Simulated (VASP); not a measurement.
# Ir (P6_3/mmc) in VASP: a series of runs

Ir is run at these levels: LDA; tasks: single point.

Everything below comes from runs of VASP 6.6.1. Logs are shortened: lines on timing, memory, paths and dates and some standing lists are left out, and cuts for length are marked.

### 1 The cell of the first run

The structure is hexagonal, space group P6_3/mmc (No. 194). Conventional cell: a = 2.642 Å, b = 2.642 Å, c = 4.240 Å, α = 90.00°, β = 90.00°, γ = 120.00°. Ir (site symmetry -6m2) has 12 Ir at 2.61 to 2.64 Å within 3.4 Å.

This isn't the form of Ir at room conditions, which is fcc.

### 2 Single point, LDA

The input, INCAR:

```
PREC = Accurate
ENCUT = 560
EDIFF = 1E-6
ISMEAR = 0
SIGMA = 0.15
LREAL = False
LASPH = True
NELM = 120
ALGO = Normal
ISIF = 2
LWAVE = False
LCHARG = True
GGA = CA
LELF = True
LVHAR = True
NBANDS = 24
GGA_COMPAT = False
```

The input, KPOINTS:

```
regular mesh
0
Gamma
  18 18 10
```

The input, POSCAR:

```
Ir
1.0
    2.6421000000      0.0000000000      0.0000000000
   -1.3210500000      2.2881257193      0.0000000000
    0.0000000000      0.0000000000      4.2400000000
Ir
2
Direct
    0.6666666667      0.3333333333      0.7500000000
    0.3333333333      0.6666666667      0.2500000000
```

Potentials or basis: VASP PAW LDA potentials, release 64 (Ir_sv_GW).

Started as:

```bash
cat potpaw_LDA.64/Ir_sv_GW/POTCAR > POTCAR
mpirun -np 1 vasp_std > vasp.out
```

OUTCAR:

```text
PREC = Accurate
   ENCUT = 560
   EDIFF = 1E-6
   ISMEAR = 0
   LREAL = False
   LASPH = True
   NELM = 120
   ISIF = 2
   GGA = CA

 ion  position               nearest neighbor table
   1  0.667  0.333  0.750-   2 2.61   2 2.61   2 2.61   2 2.61   2 2.61   2 2.61
   2  0.333  0.667  0.250-   1 2.61   1 2.61   1 2.61   1 2.61   1 2.61   1 2.61

  LATTYP: Found a hexagonal cell.
 ALAT       =     2.6421000000
 C/A-ratio  =     1.6047840733

  Lattice vectors:

 A1 = (   2.6421000000,   0.0000000000,   0.0000000000)
 A2 = (  -1.3210500000,   2.2881257193,   0.0000000000)
 A3 = (   0.0000000000,   0.0000000000,   4.2400000000)

Analysis of symmetry for initial positions (statically):
=====================================================================
 Subroutine PRICEL returns:
 Original cell was already a primitive cell.

 Routine SETGRP: Setting up the symmetry group for a
 hexagonal supercell.

 Subroutine GETGRP returns: Found 24 space group operations
 (whereof 12 operations were pure point group operations)
 out of a pool of 24 trial point group operations.

The static configuration has the point symmetry D_3d.
 The point group associated with its full space group is D_6h.

Analysis of symmetry for dynamics (positions and initial velocities):
=====================================================================
 Subroutine PRICEL returns:
 Original cell was already a primitive cell.

 Routine SETGRP: Setting up the symmetry group for a
 hexagonal supercell.

 Subroutine GETGRP returns: Found 24 space group operations
 (whereof 12 operations were pure point group operations)
 out of a pool of 24 trial point group operations.

The dynamic configuration has the point symmetry D_3d.
 The point group associated with its full space group is D_6h.

 Subroutine INISYM returns: Found 24 space group operations
 (whereof 12 operations are pure point group operations),
 and found     1 'primitive' translations

----------------------------------------------------------------------------------------

                                     Primitive cell

  volume of cell :      25.6327

  direct lattice vectors                    reciprocal lattice vectors
     2.642100000  0.000000000  0.000000000     0.378486810  0.218519461  0.000000000
    -1.321050000  2.288125719  0.000000000     0.000000000  0.437038923  0.000000000
     0.000000000  0.000000000  4.240000000     0.000000000  0.000000000  0.235849057

  length of vectors
     2.642100000  2.642100000  4.240000000     0.437038923  0.437038923  0.235849057

  position of ions in fractional coordinates (direct lattice)
     0.666666667  0.333333333  0.750000000
     0.333333333  0.666666667  0.250000000

  ion indices of the primitive-cell ions
   primitive index   ion index
                 1           1
                 2           2

----------------------------------------------------------------------------------------

 KPOINTS: regular mesh

Automatic generation of k-mesh.
 Grid dimensions read from file:
 generate k-points for:   18   18   10

 Generating k-lattice:

  Cartesian coordinates                     Fractional coordinates (reciprocal lattice)
     0.021027045  0.012139970  0.000000000     0.055555556  0.000000000  0.000000000
     0.000000000  0.024279940  0.000000000     0.000000000  0.055555556  0.000000000
     0.000000000  0.000000000  0.023584906     0.000000000  0.000000000  0.100000000

  Length of vectors
     0.024279940  0.024279940  0.023584906

  Shift w.r.t. Gamma in fractional coordinates (k-lattice)
     0.000000000  0.000000000  0.000000000

 Subroutine IBZKPT returns following result:
 ===========================================

 Found    222 irreducible k-points:

 Following reciprocal coordinates:
            Coordinates               Weight
  0.000000  0.000000  0.000000      1.000000
  0.055556  0.000000  0.000000      6.000000
  0.111111  0.000000  0.000000      6.000000
  0.166667  0.000000  0.000000      6.000000
  0.222222  0.000000  0.000000      6.000000
  0.277778  0.000000  0.000000      6.000000
[... 16 lines left out ...]
  0.333333  0.111111  0.000000     12.000000
  0.388889  0.111111  0.000000     12.000000
 [... further k-points ...]
   k-points           NKPTS =    222   k-points in BZ     NKDIM =    222   number of bands    NBANDS=     24
   number of dos      NEDOS =    301   number of ions     NIONS =      2
   total plane-waves  NPLWV =  14400
   dimension x,y,z NGX =    20 NGY =   20 NGZ =   36
   dimension x,y,z NGXF=    40 NGYF=   40 NGZF=   72
   ions per type =               2
   NGX,Y,Z   is equivalent  to a cutoff of  12.58, 12.58, 14.12 a.u.
   NGXF,Y,Z  is equivalent  to a cutoff of  25.17, 25.17, 28.23 a.u.
 SYSTEM =  unknown system
   PREC   = accura    normal or accurate (medium, high low for compatibility)
   ISTART =      0    job   : 0-new  1-cont  2-samecut
   ICHARG =      2    charge: 1-file 2-atom 10-const
   ISPIN  =      1    spin polarized calculation?
   LNONCOLLINEAR =      F non collinear calculations
   LSORBIT =      F    spin-orbit coupling
   LASPH  =      T    aspherical Exc in radial PAW
   ENCUT  =  560.0 eV  41.16 Ry    6.42 a.u.   5.10  5.10  8.18*2*pi/ulx,y,z
   NELM   =    120;   NELMIN=  2; NELMDL= -5     # of ELM steps
   EDIFF  = 0.1E-05   stopping-criterion for ELM
   LREAL  =      F    real-space projection
   EDIFFG = 0.1E-04   stopping-criterion for IOM
   NSW    =      0    number of steps for IOM
   IBRION =     -1    ionic relax: 0-MD 1-quasi-New 2-CG
   NFREE  =      0    steps in history (QN), initial steepest desc. (CG)
   ISIF   =      2    stress and relaxation
   ISYM   =      2    0-nonsym 1-usesym 2-fastsym
   POTIM  = 0.5000    time-step for ionic-motion
   TEBEG  =    0.0;   TEEND  =   0.0 temperature during run
   PSTRESS=    0.0 pullay stress
   NELECT =      34.0000    total number of electrons
   NUPDOWN=      -1.0000    fix difference up-down
   EMIN   =  10.00;   EMAX   =-10.00  energy-range for DOS
   EFERMI =   0.00;   METHOD = LEGACY
   ISMEAR =     0;   SIGMA  =   0.15  broadening in eV -4-tet -1-fermi 0-gaus
   EFERMI_NEDOS =   21; number of points for ismear=-14 and -15
   IALGO  =     38    algorithm
   IMIX   =      4    mixing-type and parameters
     AMIX     =   0.40;   BMIX     =  1.00
     AMIX_MAG =   1.60;   BMIX_MAG =  1.00
  volume/ion in A,a.u.               =      12.82        86.49
  Fermi-wavevector in a.u.,A,eV,Ry     =   1.798744  3.399134 44.021401  3.235482
  Thomas-Fermi vector in A             =   2.859820
   LORBIT       =      0    0 simple, 1 ext, 2 COOP (PROOUT), +10 PAW based schemes
   GGA     = CA    functional components
   LHFCALC =     F    Hartree Fock is set to
   AEXX    =    0.0000 exact exchange contribution
   IVDW    =     0    specifies the selected vdW correction
   LEPSILON=     F    determine dielectric tensor
   LRPA    =     F    only Hartree local field effects (RPA)
 non-spin polarized calculation
 Gauss-broadening in eV      SIGMA  =   0.15
  energy-cutoff  :      560.00
  volume of cell :       25.63
 maximum number of plane-waves:       786
   NGX = 11   NGY = 11   NGZ = 17

 number of electron      34.0000000 magnetization

 Free energy of the ion-electron system (eV)
  ---------------------------------------------------
  ext. energy  EPLUGINS =         0.00000000
  ---------------------------------------------------
  free energy    TOTEN  =       -21.39216397 eV

  energy without entropy =      -21.37228434  energy(sigma->0) =      -21.38222415

 E-fermi :  14.8537     XC(G=0): -15.4216

 val. band max:       14.8278169055   @ k =   0.2778   0.0000   0.4000
 cond. band min:      14.8598765807   @ k =   0.0556   0.0000   0.4000
 fundamental gap:      0.0320596753
 Fermi energy:        14.8537287622

 k-point     1 :       0.0000    0.0000    0.0000
  band No.  band energies     occupation
      1     -78.1459      2.00000
      2     -78.0304      2.00000
      3     -35.8678      2.00000
      4     -34.8655      2.00000
      5     -34.8655      2.00000
      6     -34.6933      2.00000
[... 16 lines left out ...]
     23      30.4579      0.00000
     24      31.8024      0.00000

 k-point     2 :       0.0556    0.0000    0.0000
  band No.  band energies     occupation
      1     -78.1425      2.00000
      2     -78.0288      2.00000
      3     -35.8566      2.00000
      4     -34.8900      2.00000
      5     -34.8735      2.00000
      6     -34.7188      2.00000
[... 16 lines left out ...]
     23      30.6365      0.00000
     24      32.0331      0.00000

 k-point     3 :       0.1111    0.0000    0.0000
  band No.  band energies     occupation
      1     -78.1345      2.00000
      2     -78.0257      2.00000
      3     -35.8244      2.00000
      4     -34.9621      2.00000
      5     -34.8971      2.00000
      6     -34.7934      2.00000
[... 16 lines left out ...]
     23      31.1081      0.00000
     24      32.6937      0.00000

 k-point     4 :       0.1667    0.0000    0.0000
  band No.  band energies     occupation
      1     -78.1224      2.00000
      2     -78.0209      2.00000
      3     -35.7728      2.00000
      4     -35.0726      2.00000
      5     -34.9322      2.00000
      6     -34.9062      2.00000
[... 16 lines left out ...]
     23      31.4497      0.00000
     24      33.1636      0.00000

 k-point     5 :       0.2222    0.0000    0.0000
  band No.  band energies     occupation
      1     -78.1066      2.00000
      2     -78.0155      2.00000
      3     -35.7053      2.00000
      4     -35.2079      2.00000
      5     -35.0411      2.00000
      6     -34.9735      2.00000
[... 451 lines left out ...]
 k-point    22 :       0.2778    0.1111    0.0000
  band No.  band energies     occupation
      1     -78.0674      2.00000
      2     -78.0049      2.00000
      3     -35.5158      2.00000
      4     -35.4705      2.00000
      5     -35.3365      2.00000
      6     -35.0787      2.00000
[... 16 lines left out ...]
     23      27.5734      0.00000
     24      29.5133      0.00000

 k-point    23 :       0.3333    0.1111    0.0000
  band No.  band energies     occupation
      1     -78.0523      2.00000
      2     -78.0032      2.00000
      3     -35.5714      2.00000
      4     -35.4342      2.00000
      5     -35.4094      2.00000
      6     -35.1279      2.00000
[... 16 lines left out ...]
     23      26.1636      0.00000
     24      28.9756      0.00000

 k-point    24 :       0.3889    0.1111    0.0000
  band No.  band energies     occupation
      1     -78.0415      2.00000
      2     -78.0032      2.00000
      3     -35.6372      2.00000
      4     -35.4565      2.00000
      5     -35.3683      2.00000
      6     -35.1594      2.00000
[... 16 lines left out ...]
     23      26.4958      0.00000
     24      28.6470      0.00000

 [... further k-points ...]
[... 5 lines left out ...]
  --------------------------------------------------------------------------------------
  -------------------------------------------------------------------------------------
  Total        6.0074939      6.0074939      7.1569514     -0.0000000      0.0000000      0.0000000
  in kB      375.4991290    375.4991290    447.3461030     -0.0000000      0.0000000      0.0000000
  external PRESSURE =     399.4481204 kB  Pullay stress =       0.0000000 kB

 VOLUME and BASIS-vectors are now :
 -----------------------------------------------------------------------------
  energy-cutoff  :      560.00
  volume of cell :       25.63
      direct lattice vectors                 reciprocal lattice vectors
     2.642100000  0.000000000  0.000000000     0.378486810  0.218519461  0.000000000
    -1.321050000  2.288125719  0.000000000     0.000000000  0.437038923  0.000000000
     0.000000000  0.000000000  4.240000000     0.000000000  0.000000000  0.235849057

 POSITION                                       TOTAL-FORCE (eV/Angst)
 -----------------------------------------------------------------------------------
      1.32105      0.76271      3.18000        -0.000000      0.000000      0.000000
     -0.00000      1.52542      1.06000         0.000000     -0.000000      0.000000
 -----------------------------------------------------------------------------------
    total drift:                               -0.000000      0.000000     -0.000000

  FREE ENERGIE OF THE ION-ELECTRON SYSTEM (eV)
  ---------------------------------------------------
  free  energy   TOTEN  =       -21.3921639656 eV

  energy  without entropy=      -21.3722843403  energy(sigma->0) =      -21.38222415
```

It took 95 s on 1 thread of Intel Xeon Platinum 8259CL at 2.50GHz (Skylake/Cascade Lake), shared host; peak memory 0.24 GiB.

Results:

| Property | Result |
| --- | --- |
| Free energy | -21.3922 eV |
| Pressure | 39.9 GPa |
| Band gap on the k mesh | zero (bands 17 and 18 overlap by 4.03 eV) |

Stress tensor (GPa, compression positive):
```
37.55  0.00  0.00
 0.00 37.55  0.00
 0.00  0.00 44.73
```

Levels at points of the mesh, in eV from the Fermi level:
| k point | band 14 | band 15 | band 16 | band 17 | band 18 | band 19 | band 20 | band 21 |
| --- | --- | --- | --- | --- | --- | --- | --- | --- |
| (0.00, 0.00, 0.00) | -3.74 | -3.74 | -2.93 | -2.93 | -0.90 | 0.28 | 0.28 | 8.19 |
| (0.50, 0.00, 0.00) | -3.96 | -3.42 | 0.77 | 1.24 | 1.30 | 3.38 | 4.96 | 8.83 |
| (0.00, 0.00, 0.50) | -4.72 | -4.72 | -4.72 | -0.56 | -0.56 | -0.56 | -0.56 | 12.98 |
| (0.50, 0.00, 0.50) | -2.61 | -1.19 | -1.19 | 1.09 | 1.09 | 2.25 | 2.25 | 8.59 |

Caveat: the stress differs along the axes, from 38 to 45 GPa; spin-orbit coupling is left out, which moves the levels of the heavy elements.

(Continued in part 2 of 2.)

The gap in the log of VASP goes by the Fermi energy; the results here count the filled bands.